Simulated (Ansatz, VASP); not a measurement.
## SiGe: VASP beside Ansatz

```xyz
4
Lattice="3.9701 0.0000 0.0000 -1.9850 3.4382 0.0000 0.0000 0.0000 6.5610" Properties=species:S:1:pos:R:3 pbc="T T T"
Si    1.9850    1.1461    5.7376
Si    0.0000    2.2921    2.4571
Ge    1.9850    1.1461    3.2324
Ge    0.0000    2.2921   -0.0480
```

Alike in both runs: task single point; functional LDA; k mesh 12 × 12 × 6; occupations gaussian, width 0.03 eV; no spin polarisation.

```csv
,VASP,Ansatz
version,VASP 6.6.1,Ansatz 0.2.0
potentials or method,"VASP PAW LDA potentials, release 64 (Si, Ge_d), cutoff 520 eV","scalar-relativistic, plane waves, PAW"
valence electrons in the cell,36,36
```

|  | VASP | Ansatz | Ansatz less VASP |
| --- | --- | --- | --- |
| gap on the k mesh at the Fermi level (eV) | 0.13 | 0.11 | -0.014 |
| least direct gap on the mesh (eV) | 0.13 | 0.11 | -0.014 |
| pressure (GPa) | -5.3 | -5.3 | -0.06 |
| traceless stress, the component that is largest in VASP (GPa) | -1.22 | -1.21 | +0.013 |
| rms of the force components (eV/Å) | 0.280 | 0.279 | -0.0010 |

Ansatz warns that its potentials were made for another functional, while VASP's fit it. LDA's correlation is that of Perdew and Zunger in VASP and of Perdew and Wang (1992) in Ansatz. Atom by atom the forces differ by 0.001 eV/Å (rms over components).
